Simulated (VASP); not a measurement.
**V: single point with LDA+U**

The system is V.

```
V
1.0
    -1.51300    1.51300    1.51300
     1.51300   -1.51300    1.51300
     1.51300    1.51300   -1.51300
V
1
Cartesian
  0.0000 0.0000 0.0000
```

| Quantity | Value |
| --- | --- |
| Program | VASP 6.6.1 |
| Task | single point |
| Functional | LDA |
| Potentials or basis | VASP PAW LDA potentials, release 64 (V_sv) |
| Cutoff | 500 eV |
| k mesh | 6 × 6 × 6 |
| Occupations | gaussian, width 0.1 eV |
| Spin | collinear spin, ferromagnetic start |
| Starting moments | [0.51] μB |
| Hubbard terms | V d U = 3.6 eV |
| Dipole correction | no |
| Further INCAR settings | ALGO = Normal; EDIFF = 1e-06; NBANDS = 16 |

- Pressure: -4.7 GPa
- Net moment: 0.78 μB per cell
- Site moments: V +0.68 μB
- Valence electrons inside the program's atomic spheres: V 11.57

Levels at points of the mesh, in eV from the Fermi level:
Spin up:
```
           k point  band 4  band 5  band 6  band 7  band 8  band 9  band 10  band 11
(0.00, 0.00, 0.00)  -37.79   -7.14   -0.47   -0.47   -0.47    2.33     2.33    19.67
(0.50, 0.00, 0.00)  -37.79   -3.64   -1.91    0.95    2.06    2.67     3.06     9.10
(0.50, 0.50, 0.50)  -38.36   -2.93   -2.93    2.69    2.69    2.69     9.21     9.21
```
Spin down:
| k point | band 4 | band 5 | band 6 | band 7 | band 8 | band 9 |
| --- | --- | --- | --- | --- | --- | --- |
| (0.00, 0.00, 0.00) | -37.21 | -6.77 | 0.95 | 0.95 | 0.95 | 2.63 |
| (0.50, 0.00, 0.00) | -37.22 | -2.87 | -0.57 | 1.31 | 2.70 | 2.99 |
| (0.50, 0.50, 0.50) | -37.79 | -2.65 | -2.65 | 4.17 | 4.17 | 4.17 |

Eigenvalues of the final occupation matrices:
| site | spin | trace | eigenvalues |
| --- | --- | --- | --- |
| site 1 d | 1 | 1.82 | 0.23 0.23 0.45 0.45 0.45 |
| site 1 d | 2 | 1.18 | 0.23 0.23 0.23 0.25 0.25 |

Run time: 5.7 s on 1 thread of Intel(R) Xeon(R) Platinum 8375C CPU @ 2.90GHz (Ice Lake), with other jobs on the host, peak memory 0.12 GiB.

Caveat: the k points lie up to 0.49 Å⁻¹ apart; the U is typed as a test and isn't derived for this compound. The state reached can hang on the start; a lower one may exist.
